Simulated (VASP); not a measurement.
# MgO: single point with PBE0

Crystal: MgO.

```xyz
2
Lattice="2.8983 0.0000 0.0000 -1.4492 2.5100 0.0000 0.0000 0.0000 2.6435" Properties=species:S:1:pos:R:3 pbc="T T T"
Mg    0.0000    0.0000    0.0000
O     0.0000    1.6733    1.3217
```

- Program: VASP 6.6.1
- Task: single point
- Functional: PBE0
- Potentials or basis: VASP PAW PBE potentials, release 64 (Mg, O)
- Cutoff: 520 eV
- k mesh: 6 × 6 × 6
- Occupations: fermi-dirac, width 0.05 eV
- Spin: no spin polarisation
- Dipole correction: no
- Grid for exact exchange (PRECFOCK): Normal
- Further INCAR settings: ALGO = Normal; EDIFF = 1e-06; NBANDS = 11
- Share of exact exchange: 0.25

The pressure is -0.1 GPa. The band gap on the k mesh is 5.66 eV (least direct gap 6.09 eV).

Stress tensor (GPa, compression positive):
```
-0.14  0.00  0.00
 0.00 -0.14  0.00
 0.00  0.00 -0.02
```

Levels at points of the mesh, in eV from the valence-band top:
```tsv
k point	band 2	band 3	band 4	band 5	band 6	band 7
(0.00, 0.00, 0.00)	-0.66	-0.66	-0.44	5.66	14.63	18.65
(0.50, 0.00, 0.00)	-5.42	-1.47	-0.05	9.26	13.92	16.10
(0.00, 0.00, 0.50)	-5.92	-0.09	-0.09	11.24	12.11	20.65
(0.50, 0.00, 0.50)	-4.17	-3.77	-0.94	8.36	14.34	17.52
```

Run time: 7.1 min on 1 thread of Intel(R) Xeon(R) 6975P-C (Granite Rapids) (shared host), peak memory 0.15 GiB.

Caveat: the PAW data sets were made with another functional, which shifts forces and pressure a little. A k mesh can miss the band edges.
